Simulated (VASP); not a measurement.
# LiHI2 (R-3m) in VASP: a series of runs

The runs below take LiHI2 through single point, with PBEsol.

Everything below comes from runs of VASP 6.6.1. Logs are shortened: lines on timing, memory, paths and dates and some standing lists are left out, and cuts for length are marked.

### Step 1. The cell of the first run

Symmetry: R-3m, No. 166, trigonal system. Conventional cell: a = 3.899 Å, b = 3.899 Å, c = 16.873 Å, α = 90.00°, β = 90.00°, γ = 120.00°. Within 3.3 Å of Li (site symmetry -3m) lie 6 I at 2.54 Å. Within 2.2 Å of H (site symmetry -3m) lie 2 I at 1.65 Å. Within 2.2 Å of I (site symmetry 3m) lie 1 H at 1.65 Å.

### Step 2. Single point, PBEsol (F replaced by I, lengths x 1.360, strained)

INCAR reads:

```
SYSTEM = LiHI2
PREC     = Accurate       ! precision mode
ENCUT    = 520            ! plane-wave cutoff, eV
EDIFF    = 1E-6           ! SCF threshold, eV
ISMEAR   = 0              ! smearing method
SIGMA    = 0.1            ! smearing width, eV
LREAL    = .False.        ! projectors in reciprocal space
LASPH    = .True.         ! aspherical terms in the spheres
NELM     = 100            ! most SCF steps
ALGO     = Normal         ! electronic algorithm
ISIF     = 2              ! what is computed and relaxed
LWAVE    = .False.        ! write WAVECAR
LCHARG   = .False.        ! write CHGCAR
GGA      = PS             ! functional
NBANDS   = 17             ! bands
```

KPOINTS reads:

```
Automatic mesh
0
Gamma
  6 6 6
  0 0 0
```

POSCAR reads:

```
LiHI2
1.0
    1.9493814084      1.1254758809      5.6243970940
   -1.9493814084      1.1254758809      5.6243970940
    0.0000000000     -2.2509517618      5.6243970940
Li H I
1 1 2
Direct
    0.0000000000      0.0000000000      0.0000000000
    0.5000000000      0.5000000000      0.5000000000
    0.4025064112      0.4025064112      0.4025064112
    0.5974935888      0.5974935888      0.5974935888
```

Potentials or basis: VASP PAW PBE potentials, release 64 (Li_sv, H, I).

Started as:

```console
> cat potpaw_PBE.64/Li_sv/POTCAR potpaw_PBE.64/H/POTCAR potpaw_PBE.64/I/POTCAR > POTCAR
> mpirun -np 1 vasp_std > vasp.out
```

OUTCAR:

```text
SYSTEM = LiHI2
   PREC = Accurate
   ENCUT = 520
   EDIFF = 1E-6
   ISMEAR = 0
   LREAL = .False.
   LASPH = .True.
   NELM = 100
   ISIF = 2
   GGA = PS

 ion  position               nearest neighbor table
   1  0.000  0.000  0.000-   4 2.54   4 2.54   3 2.54   3 2.54   4 2.54   3 2.54
   2  0.500  0.500  0.500-   3 1.65   4 1.65
   3  0.403  0.403  0.403-   2 1.65   1 2.54   1 2.54   1 2.54   4 3.24   4 3.24   4 3.24   4 3.29

   4  0.597  0.597  0.597-   2 1.65   1 2.54   1 2.54   1 2.54   3 3.24   3 3.24   3 3.24   3 3.29

  LATTYP: Found a trigonal (rhomboedric) cell.
 ALAT       =     6.0581042006
 COS(alpha) =     0.7929142776

  Lattice vectors:

 A1 = (   1.9493814084,   1.1254758809,   5.6243970940)
 A2 = (  -1.9493814084,   1.1254758809,   5.6243970940)
 A3 = (   0.0000000000,  -2.2509517618,   5.6243970940)

Analysis of symmetry for initial positions (statically):
=====================================================================
 Subroutine PRICEL returns:
 Original cell was already a primitive cell.

 Routine SETGRP: Setting up the symmetry group for a
 trigonal (rhombohedral) supercell.

 Subroutine GETGRP returns: Found 12 space group operations
 (whereof 12 operations were pure point group operations)
 out of a pool of 12 trial point group operations.

The static configuration has the point symmetry D_3d.

Analysis of symmetry for dynamics (positions and initial velocities):
=====================================================================
 Subroutine PRICEL returns:
 Original cell was already a primitive cell.

 Routine SETGRP: Setting up the symmetry group for a
 trigonal (rhombohedral) supercell.

 Subroutine GETGRP returns: Found 12 space group operations
 (whereof 12 operations were pure point group operations)
 out of a pool of 12 trial point group operations.

The dynamic configuration has the point symmetry D_3d.

 Subroutine INISYM returns: Found 12 space group operations
 (whereof 12 operations are pure point group operations),
 and found     1 'primitive' translations

----------------------------------------------------------------------------------------

                                     Primitive cell

  volume of cell :      74.0389

  direct lattice vectors                    reciprocal lattice vectors
     1.949381408  1.125475881  5.624397094     0.256491622  0.148085507  0.059265612
    -1.949381408  1.125475881  5.624397094    -0.256491622  0.148085507  0.059265612
     0.000000000 -2.250951762  5.624397094     0.000000000 -0.296171014  0.059265612

  length of vectors
     6.058104201  6.058104201  6.058104201     0.302042518  0.302042518  0.302042518

  position of ions in fractional coordinates (direct lattice)
     0.000000000  0.000000000  0.000000000
     0.500000000  0.500000000  0.500000000
     0.402506411  0.402506411  0.402506411
     0.597493589  0.597493589  0.597493589

  ion indices of the primitive-cell ions
   primitive index   ion index
                 1           1
                 2           2
                 3           3
                 4           4

----------------------------------------------------------------------------------------

 KPOINTS: Automatic mesh

Automatic generation of k-mesh.
 Grid dimensions read from file:
 generate k-points for:    6    6    6

 Generating k-lattice:

  Cartesian coordinates                     Fractional coordinates (reciprocal lattice)
     0.042748604  0.024680918  0.009877602     0.166666667  0.000000000  0.000000000
    -0.042748604  0.024680918  0.009877602     0.000000000  0.166666667  0.000000000
     0.000000000 -0.049361836  0.009877602     0.000000000  0.000000000  0.166666667

  Length of vectors
     0.050340420  0.050340420  0.050340420

  Shift w.r.t. Gamma in fractional coordinates (k-lattice)
     0.000000000  0.000000000  0.000000000

 Subroutine IBZKPT returns following result:
 ===========================================

 Found     32 irreducible k-points:

 Following reciprocal coordinates:
            Coordinates               Weight
  0.000000  0.000000  0.000000      1.000000
  0.166667 -0.000000 -0.000000      6.000000
  0.333333 -0.000000 -0.000000      6.000000
  0.500000 -0.000000 -0.000000      3.000000
  0.166667  0.166667 -0.000000      6.000000
  0.333333  0.166667 -0.000000     12.000000
[... 16 lines left out ...]
  0.500000  0.500000  0.166667      6.000000
 -0.333333  0.500000  0.166667     12.000000
 [... further k-points ...]
   k-points           NKPTS =     32   k-points in BZ     NKDIM =     32   number of bands    NBANDS=     17
   number of dos      NEDOS =    301   number of ions     NIONS =      4
   total plane-waves  NPLWV = 110592
   dimension x,y,z NGX =    48 NGY =   48 NGZ =   48
   dimension x,y,z NGXF=    96 NGYF=   96 NGZF=   96
   ions per type =               1   1   2
   NGX,Y,Z   is equivalent  to a cutoff of  13.17, 13.17, 13.17 a.u.
   NGXF,Y,Z  is equivalent  to a cutoff of  26.34, 26.34, 26.34 a.u.
 SYSTEM =  LiHI2
   PREC   = accura    normal or accurate (medium, high low for compatibility)
   ISTART =      0    job   : 0-new  1-cont  2-samecut
   ICHARG =      2    charge: 1-file 2-atom 10-const
   ISPIN  =      1    spin polarized calculation?
   LNONCOLLINEAR =      F non collinear calculations
   LSORBIT =      F    spin-orbit coupling
   LASPH  =      T    aspherical Exc in radial PAW
   ENCUT  =  520.0 eV  38.22 Ry    6.18 a.u.  11.26 11.26 11.26*2*pi/ulx,y,z
   NELM   =    100;   NELMIN=  2; NELMDL= -5     # of ELM steps
   EDIFF  = 0.1E-05   stopping-criterion for ELM
   LREAL  =      F    real-space projection
   EDIFFG = 0.1E-04   stopping-criterion for IOM
   NSW    =      0    number of steps for IOM
   IBRION =     -1    ionic relax: 0-MD 1-quasi-New 2-CG
   NFREE  =      0    steps in history (QN), initial steepest desc. (CG)
   ISIF   =      2    stress and relaxation
   ISYM   =      2    0-nonsym 1-usesym 2-fastsym
   POTIM  = 0.5000    time-step for ionic-motion
   TEBEG  =    0.0;   TEEND  =   0.0 temperature during run
   PSTRESS=    0.0 pullay stress
   NELECT =      18.0000    total number of electrons
   NUPDOWN=      -1.0000    fix difference up-down
   EMIN   =  10.00;   EMAX   =-10.00  energy-range for DOS
   EFERMI =   0.00;   METHOD = LEGACY
   ISMEAR =     0;   SIGMA  =   0.10  broadening in eV -4-tet -1-fermi 0-gaus
   EFERMI_NEDOS =   21; number of points for ismear=-14 and -15
   IALGO  =     38    algorithm
   IMIX   =      4    mixing-type and parameters
     AMIX     =   0.40;   BMIX     =  1.00
     AMIX_MAG =   1.60;   BMIX_MAG =  1.00
  volume/ion in A,a.u.               =      18.51       124.91
  Fermi-wavevector in a.u.,A,eV,Ry     =   1.021752  1.930832 14.204177  1.043978
  Thomas-Fermi vector in A             =   2.155394
   LORBIT       =      0    0 simple, 1 ext, 2 COOP (PROOUT), +10 PAW based schemes
   GGA     = PS    functional components
   LHFCALC =     F    Hartree Fock is set to
   AEXX    =    0.0000 exact exchange contribution
   IVDW    =     0    specifies the selected vdW correction
   LEPSILON=     F    determine dielectric tensor
   LRPA    =     F    only Hartree local field effects (RPA)
 non-spin polarized calculation
 Gauss-broadening in eV      SIGMA  =   0.10
  energy-cutoff  :      520.00
  volume of cell :       74.04
 maximum number of plane-waves:      2019
 NGX is ok and might be reduce to    48
   NGX = 23   NGY = 23   NGZ = 23

 number of electron      18.0000000 magnetization

 Free energy of the ion-electron system (eV)
  ---------------------------------------------------
  ext. energy  EPLUGINS =         0.00000000
  ---------------------------------------------------
  free energy    TOTEN  =        -8.45134208 eV

  energy without entropy =       -8.45134208  energy(sigma->0) =       -8.45134208

 E-fermi :   6.7880     XC(G=0):  -9.4088

 val. band max:        6.2799778229   @ k =   0.1667  -0.0000  -0.0000
 cond. band min:       7.8484082275   @ k =   0.5000   0.5000   0.5000
 fundamental gap:      1.5684304046
 Fermi energy:         6.7879744499

 k-point     1 :       0.0000    0.0000    0.0000
  band No.  band energies     occupation
      1     -39.1154      2.00000
      2      -9.3456      2.00000
      3      -6.3812      2.00000
      4      -2.6924      2.00000
      5       4.2219      2.00000
      6       4.2219      2.00000
[... 9 lines left out ...]
     16      13.5359      0.00000
     17      15.6074      0.00000

 k-point     2 :       0.1667   -0.0000   -0.0000
  band No.  band energies     occupation
      1     -39.1148      2.00000
      2      -9.1687      2.00000
      3      -6.3624      2.00000
      4      -2.5080      2.00000
      5       2.5676      2.00000
      6       3.5481      2.00000
[... 9 lines left out ...]
     16      14.4053      0.00000
     17      14.6746      0.00000

 k-point     3 :       0.3333   -0.0000   -0.0000
  band No.  band energies     occupation
      1     -39.1138      2.00000
      2      -8.7487      2.00000
      3      -6.3640      2.00000
      4      -2.1569      2.00000
      5       0.9031      2.00000
      6       2.8387      2.00000
[... 9 lines left out ...]
     16      15.6757      0.00000
     17      16.1746      0.00000

 k-point     4 :       0.5000   -0.0000   -0.0000
  band No.  band energies     occupation
      1     -39.1132      2.00000
      2      -8.4860      2.00000
      3      -6.4054      2.00000
      4      -2.0238      2.00000
      5       0.3609      2.00000
      6       2.5355      2.00000
[... 9 lines left out ...]
     16      17.0645      0.00000
     17      17.6635      0.00000
[... 343 lines left out ...]
      1     -39.1132      2.00000
      2      -8.4127      2.00000
      3      -6.5915      2.00000
      4      -1.7959      2.00000
      5       1.0816      2.00000
      6       1.4597      2.00000
[... 9 lines left out ...]
     16      15.7051      0.00000
     17      15.7682      0.00000

 k-point    23 :       0.5000    0.5000    0.1667
  band No.  band energies     occupation
      1     -39.1138      2.00000
      2      -8.1883      2.00000
      3      -7.4810      2.00000
      4      -0.6600      2.00000
      5       1.2477      2.00000
      6       2.4910      2.00000
[... 9 lines left out ...]
     16      14.6697      0.00000
     17      16.1150      0.00000

 k-point    24 :      -0.3333    0.5000    0.1667
  band No.  band energies     occupation
      1     -39.1133      2.00000
      2      -8.0524      2.00000
      3      -7.2426      2.00000
      4      -1.0679      2.00000
      5       1.3223      2.00000
      6       1.5140      2.00000
[... 9 lines left out ...]
     16      16.5438      0.00000
     17      16.7159      0.00000

 [... further k-points ...]

------------------------ aborting loop because EDIFF is reached ----------------------------------------

  FORCE on cell =-STRESS in cart. coord.  units (eV):
  Direction    XX          YY          ZZ          XY          YZ          ZX
  --------------------------------------------------------------------------------------
  -------------------------------------------------------------------------------------
  Total        7.1360843      7.1360843     23.6074222      0.0000000      0.0000000      0.0000000
  in kB      154.4224062    154.4224062    510.8564869      0.0000000      0.0000000      0.0000000
  external PRESSURE =     273.2337664 kB  Pullay stress =       0.0000000 kB

 VOLUME and BASIS-vectors are now :
 -----------------------------------------------------------------------------
  energy-cutoff  :      520.00
  volume of cell :       74.04
      direct lattice vectors                 reciprocal lattice vectors
     1.949381408  1.125475881  5.624397094     0.256491622  0.148085507  0.059265612
    -1.949381408  1.125475881  5.624397094    -0.256491622  0.148085507  0.059265612
     0.000000000 -2.250951762  5.624397094     0.000000000 -0.296171014  0.059265612

 POSITION                                       TOTAL-FORCE (eV/Angst)
 -----------------------------------------------------------------------------------
      0.00000      0.00000      0.00000         0.000000      0.000000      0.000000
      0.00000      0.00000      8.43660        -0.000000      0.000000     -0.000000
      0.00000      0.00000      6.79157         0.000000     -0.000000     -1.148561
      0.00000      0.00000     10.08162         0.000000      0.000000      1.148561
 -----------------------------------------------------------------------------------
    total drift:                               -0.000000      0.000000      0.000000

  FREE ENERGIE OF THE ION-ELECTRON SYSTEM (eV)
  ---------------------------------------------------
  free  energy   TOTEN  =        -8.4513420842 eV

  energy  without entropy=       -8.4513420842  energy(sigma->0) =       -8.45134208
```

It took 1.9 min on 1 thread of AMD EPYC 7R43 (Zen 3), shared host; peak memory 0.29 GiB.

What came out:

* Free energy: -8.4513 eV
* Largest force: 1.149 eV/Å
* Band gap on the k mesh: 1.57 eV (least direct gap 2.70 eV)

Forces on the atoms (eV/Å):
```
Li   0.000  0.000  0.000
H    0.000  0.000  0.000
I    0.000  0.000 -1.149
I    0.000  0.000  1.149
```

Caveat: the cell differs from its parent crystal (F replaced by I, lengths x 1.360, strained); the cutoff is under 1.25 times the usual one of these potentials, so pressure, stress and relaxed cells hold a basis-set (Pulay) error; the PAW data sets were made with another functional, which shifts forces and pressure a little; spin-orbit coupling is left out, which moves the levels of the heavy elements.

### Step 3. Single point, PBEsol (F replaced by I, lengths x 1.360, strained)

INCAR reads:

```
PREC = Accurate
ENCUT = 520
EDIFF = 1E-6
ISMEAR = 0
SIGMA = 0.02
LREAL = F
LASPH = T
NELM = 100
ALGO = Normal
ISIF = 2
LWAVE = F
LCHARG = F
GGA = PS
NBANDS = 17
```

KPOINTS reads:

```
regular mesh
0
Gamma
  9 9 9
```

POSCAR is that of step 2.

Potentials or basis: VASP PAW PBE potentials, release 64 (Li_sv, H, I).

Started as:

```console
> cat potpaw_PBE.64/Li_sv/POTCAR potpaw_PBE.64/H/POTCAR potpaw_PBE.64/I/POTCAR > POTCAR
> mpirun -np 1 vasp_std > vasp.out
```

It took 4.8 min on 1 thread of AMD EPYC 7R43 (Zen 3), shared host; peak memory 0.34 GiB.

The run converged. Its results:

| Property | Result |
| --- | --- |
| Free energy | -8.4528 eV |
| Largest force | 1.148 eV/Å |
| Band gap on the k mesh | 1.45 eV (least direct gap 2.73 eV) |

Forces in eV/Å, atoms in the order of the input:
```
Li   0.000  0.000  0.000
H    0.000  0.000  0.000
I    0.000  0.000 -1.148
I    0.000  0.000  1.148
```

Levels at points of the mesh, in eV from the valence-band top:
| k point | band 5 | band 6 | band 7 | band 8 | band 9 | band 10 | band 11 | band 12 | band 13 | band 14 |
| --- | --- | --- | --- | --- | --- | --- | --- | --- | --- | --- |
| (0.00, 0.00, 0.00) | -2.19 | -2.19 | -1.78 | -1.78 | -0.28 | 2.66 | 3.95 | 4.72 | 4.72 | 5.58 |

Caveat: the cell differs from its parent crystal (F replaced by I, lengths x 1.360, strained); the cutoff is under 1.25 times the usual one of these potentials, so pressure, stress and relaxed cells hold a basis-set (Pulay) error; the PAW data sets were made with another functional, which shifts forces and pressure a little; spin-orbit coupling is left out, which moves the levels of the heavy elements; an odd mesh through Γ misses points on the zone boundary, where band edges can lie.
